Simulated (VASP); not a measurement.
A run of VASP 6.6.1:

The input INCAR:

```
PREC = Accurate
ENCUT = 600
EDIFF = 1E-6
ISMEAR = 0
SIGMA = 0.15
LREAL = False
LASPH = True
NELM = 120
ALGO = Normal
ISIF = 2
LWAVE = False
LCHARG = True
GGA = PE
LELF = True
LVHAR = True
NBANDS = 35
GGA_COMPAT = False
```

Contents of KPOINTS:

```
Automatic mesh
0
Gamma
  3 3 2
```

Contents of POSCAR:

```
SrZr2O3
1.0
    3.8827435695      0.0000000000      0.0000000000
    0.0000000000      3.8827435695      0.0000000000
    0.0000000000      0.0000000000      8.4845126377
Sr Zr O
1 2 3
Direct
    0.5000000000      0.5000000000      0.0000000000
    0.0000000000      0.0000000000      0.3519242835
    0.0000000000      0.0000000000      0.6480757165
    0.0000000000      0.5000000000      0.5000000000
    0.5000000000      0.0000000000      0.5000000000
    0.5000000000      0.5000000000      0.5000000000
```

Potentials or basis: VASP PAW PBE potentials, release 64 (Sr_sv, Zr_sv, O).

Launch:

```console
$ cat potpaw_PBE.64/Sr_sv/POTCAR potpaw_PBE.64/Zr_sv/POTCAR potpaw_PBE.64/O/POTCAR > POTCAR
$ mpirun -np 1 vasp_std > vasp.out
```

Hardware: 1 thread of Intel(R) Xeon(R) 6975P-C (Granite Rapids), with other jobs on the host.

Question: Estimate the wall time of this run.

Answer: Run time: 28 s on 1 thread of Intel(R) Xeon(R) 6975P-C (Granite Rapids), with other jobs on the host, peak memory 0.26 GiB. Counts: scf iterations 17, k points 6.
